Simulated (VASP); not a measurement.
Set up this calculation in VASP 6.6.1, as the native input.

* Task: single point
* Functional: r2SCAN
* Potentials or basis: VASP PAW PBE potentials, release 64 (Sn_d)
* Cutoff: 520 eV
* k mesh: 16 × 16 × 16
* Occupations: gaussian, width 0.15 eV
* Spin: no spin polarisation
* Dipole correction: no
* Further INCAR settings: ALGO = Normal; EDIFF = 1e-06; NBANDS = 21

Crystal: Sn.

```
CELL_PARAMETERS angstrom
-2.79313 2.79313 1.63928
2.79313 -2.79313 1.63928
2.79313 2.79313 -1.63928
ATOMIC_POSITIONS crystal
Sn 0.75000 0.25000 0.50000
Sn 0.00000 0.00000 0.00000
```

This cell differs from its parent crystal: strain -0.050 along x and y, +0.025 along z.

The input as run:

POSCAR

```
Sn
1.0
   -2.7931334325      2.7931334325      1.6392845386
    2.7931334325     -2.7931334325      1.6392845386
    2.7931334325      2.7931334325     -1.6392845386
Sn
2
Direct
    0.7500000000      0.2500000000      0.5000000000
    0.0000000000      0.0000000000      0.0000000000
```

INCAR.step1

```
PREC     = Accurate       # precision mode
ENCUT    = 520            # plane-wave cutoff, eV
ISMEAR   = 0              # smearing method
SIGMA    = 0.15           # smearing width, eV
LREAL    = F              # projectors in reciprocal space
LASPH    = T              # aspherical terms in the spheres
NELM     = 60             # most SCF steps
NBANDS   = 21             # bands
GGA      = PE             # functional
ALGO     = Normal         # electronic algorithm
EDIFF    = 1E-4           # SCF threshold, eV
LWAVE    = T              # write WAVECAR
LCHARG   = F              # write CHGCAR
```

INCAR.step2

```
PREC     = Accurate       # precision mode
ENCUT    = 520            # plane-wave cutoff, eV
EDIFF    = 1E-6           # SCF threshold, eV
ISMEAR   = 0              # smearing method
SIGMA    = 0.15           # smearing width, eV
LREAL    = F              # projectors in reciprocal space
LASPH    = T              # aspherical terms in the spheres
NELM     = 60             # most SCF steps
ALGO     = Normal         # electronic algorithm
ISIF     = 2              # what is computed and relaxed
LWAVE    = F              # write WAVECAR
LCHARG   = T              # write CHGCAR
METAGGA  = R2SCAN         # meta-GGA
LMIXTAU  = T            
LELF     = T              # ELF
LVHAR    = T            
NBANDS   = 21             # bands
ISTART   = 1
```

KPOINTS

```
Automatic mesh
0
Gamma
  16 16 16
```

Potentials or basis: VASP PAW PBE potentials, release 64 (Sn_d).

Run with:

```bash
$ cat potpaw_PBE.64/Sn_d/POTCAR > POTCAR
$ cp INCAR.step1 INCAR
$ mpirun -np 1 vasp_std > vasp.out
$ cp INCAR.step2 INCAR
$ mpirun -np 1 vasp_std > vasp.out
```

It gave:

```json
{"Pressure": "5.5 GPa", "Band gap on the k mesh": "zero (bands 14 and 15 overlap by 5.59 eV)"}
```

Caveat: the cell differs from its parent crystal (strain -0.050 along x and y, +0.025 along z); the stress differs along the axes, from 2 to 7 GPa; the PAW data sets were made with another functional, which shifts forces and pressure a little; spin-orbit coupling is left out, which moves the levels of the heavy elements.

It took 13 min on 1 thread of Intel(R) Xeon(R) 6975P-C (Granite Rapids), with other jobs on the host, peak memory 0.4 GiB.
